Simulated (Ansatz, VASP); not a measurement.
**Two plane-wave programs on P**

The input INCAR:

```
SYSTEM = P
PREC = Accurate
ENCUT = 520
EDIFF = 1E-7
ISMEAR = 0
SIGMA = 0.15
LREAL = .False.
LASPH = .True.
NELM = 80
ALGO = Normal
ISIF = 2
LWAVE = .False.
LCHARG = .False.
GGA = PS
NBANDS = 30
```

File KPOINTS:

```
Automatic mesh
0
Gamma
  14 11 5
  0 0 0
```

The input POSCAR:

```
P
1.0
   -3.3174145446      0.0000000000      0.0000000000
    0.0000000000      0.0000000000     -4.1971724467
    0.0000000000    -13.2907124513      0.0000000000
P
8
Direct
    0.0000000000      0.0728740689      0.6622268280
    0.5000000000      0.0728740689      0.2750875949
    1.0000000000      0.4271259311      0.2750875949
    0.5000000000      0.4271259311      0.6622268280
    0.0000000000      0.9271259311      0.4991908713
    0.5000000000      0.9271259311      0.1120516382
    1.0000000000      0.5728740689      0.1120516382
    0.5000000000      0.5728740689      0.4991908713
```

Input for Ansatz:

```yaml
crystal:
  lattice:
    - [-3.3174145446, 0.0, 0.0]
    - [0.0, 0.0, -4.1971724467]
    - [0.0, -13.2907124513, 0.0]
  atoms:
    - { symbol: P, position: [0.0, 0.0728740689, 0.662226828] }
    - { symbol: P, position: [0.5, 0.0728740689, 0.2750875949] }
    - { symbol: P, position: [1.0, 0.4271259311, 0.2750875949] }
    - { symbol: P, position: [0.5, 0.4271259311, 0.662226828] }
    - { symbol: P, position: [0.0, 0.9271259311, 0.4991908713] }
    - { symbol: P, position: [0.5, 0.9271259311, 0.1120516382] }
    - { symbol: P, position: [1.0, 0.5728740689, 0.1120516382] }
    - { symbol: P, position: [0.5, 0.5728740689, 0.4991908713] }
basis:
  ecutwfc: 420
kpoints:
  mp_grid: { grid: [14, 11, 5] }
hamiltonian:
  xc: pbesol
scf:
  occupations: { method: gaussian, width: 0.15 }
output:
  forces: true
  stress: true
  eigenvalues: true
```

Alike in both runs: task single point; functional PBEsol; k mesh 14 × 11 × 5; occupations gaussian, width 0.15 eV; no spin polarisation.

|  | VASP | Ansatz |
| --- | --- | --- |
| version | VASP 6.6.1 | Ansatz 0.2.0 |
| potentials or method | VASP PAW PBE potentials, release 64 (P), cutoff 520 eV | scalar-relativistic, plane waves, PAW |
| valence electrons in the cell | 40 | 40 |

Ansatz gave:

```
gap on the k mesh at the Fermi level (eV)                     : none
pressure (GPa)                                                : -0.1
traceless stress, the component that is largest in VASP (GPa) : -0.47
rms of the force components (eV/Å)                            : 0.059
```

Task: Estimate VASP's values.

Result: gap on the k mesh at the Fermi level (eV): none; pressure (GPa): -0.2; traceless stress, the component that is largest in VASP (GPa): -0.55; rms of the force components (eV/Å): 0.073.

VASP's potentials were made for PBE, not for PBEsol. Atom by atom the forces differ by 0.017 eV/Å (rms over components). A gap of «none» marks a metal or a gap that the smearing closes.
